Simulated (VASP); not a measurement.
TiSi2, 6 atoms in the cell. It takes space group Fddd (No. 70, orthorhombic). Conventional cell: a = 4.757 Å, b = 8.208 Å, c = 8.494 Å, α = 90.00°, β = 90.00°, γ = 90.00°. Within 3.3 Å of Ti (site symmetry 222) lie 10 Si at 2.53 to 2.75 Å and 4 Ti at 3.18 Å. Si (site symmetry 2) has 5 Ti at 2.53 to 2.75 Å and 9 Si at 2.53 to 3.18 Å within 3.3 Å. 

```yaml
Program: VASP 6.6.1
Task: electric field gradients
Functional: PBE
Potentials_or_basis: VASP PAW PBE potentials, release 64 (Ti_sv, Si)
Cutoff: 520 eV
k_mesh: 8 × 8 × 8
Occupations: fermi-dirac, width 0.08 eV
Spin: no spin polarisation
Dipole_correction: no
Further_INCAR_settings: ALGO = Normal; EDIFF = 1e-08; NBANDS = 29
```

Potentials or basis: VASP PAW PBE potentials, release 64 (Ti_sv, Si).

Launch:

```bash
$ cat potpaw_PBE.64/Ti_sv/POTCAR potpaw_PBE.64/Si/POTCAR > POTCAR
$ mpirun -np 1 vasp_std > vasp.out
```

Hardware: 1 thread of Intel(R) Xeon(R) 6975P-C (Granite Rapids), on a shared host.

Task: How long does it take, and how much memory?

Result: It took 3.2 min on 1 thread of Intel(R) Xeon(R) 6975P-C (Granite Rapids), with other jobs on the host, peak memory 0.35 GiB. Counts: scf iterations 18, k points 95.
